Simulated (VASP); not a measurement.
A run of VASP 6.6.1 is set up as follows.

INCAR

```
ALGO = Fast ; EDIFF = 1E-7
ENCUT = 520 ; GGA = PS
ISIF = 2 ; ISMEAR = 1
LASPH = T ; LCHARG = F
LREAL = F ; LWAVE = F
NBANDS = 30 ; NELM = 100
PREC = Accurate ; SIGMA = 0.1
```

The input KPOINTS:

```
k-points
0
Gamma
  9 9 9
```

The input POSCAR:

```
Ta3Cu
1.0
   -1.9862762843      1.9862762843      4.1500949339
    1.9862762843     -1.9862762843      4.1500949339
    1.9862762843      1.9862762843     -4.1500949339
Ta Cu
3 1
Direct
    0.5000000000      0.5000000000      0.0000000000
    0.2500000000      0.7500000000      0.5000000000
    0.7500000000      0.2500000000      0.5000000000
    0.0000000000      0.0000000000      0.0000000000
```

Potentials or basis: VASP PAW PBE potentials, release 64 (Ta_pv, Cu).

The run is started by

```bash
$ cat potpaw_PBE.64/Ta_pv/POTCAR potpaw_PBE.64/Cu/POTCAR > POTCAR
$ mpirun -np 1 vasp_std > vasp.out
```

Task: What does it give for the pressure?

Result: 0.1 GPa.

Task: Predict the band gap on the k mesh.

Result: Zero (band 22 reaches 7.09 eV, above the bottom of band 23 at 5.66 eV).

Stress tensor (GPa, compression positive):
```
 0.19  0.00  0.00
 0.00  0.19  0.00
 0.00  0.00 -0.02
```

Caveat: the PAW data sets were made with another functional, which shifts forces and pressure a little; spin-orbit coupling is left out, which moves the levels of the heavy elements.
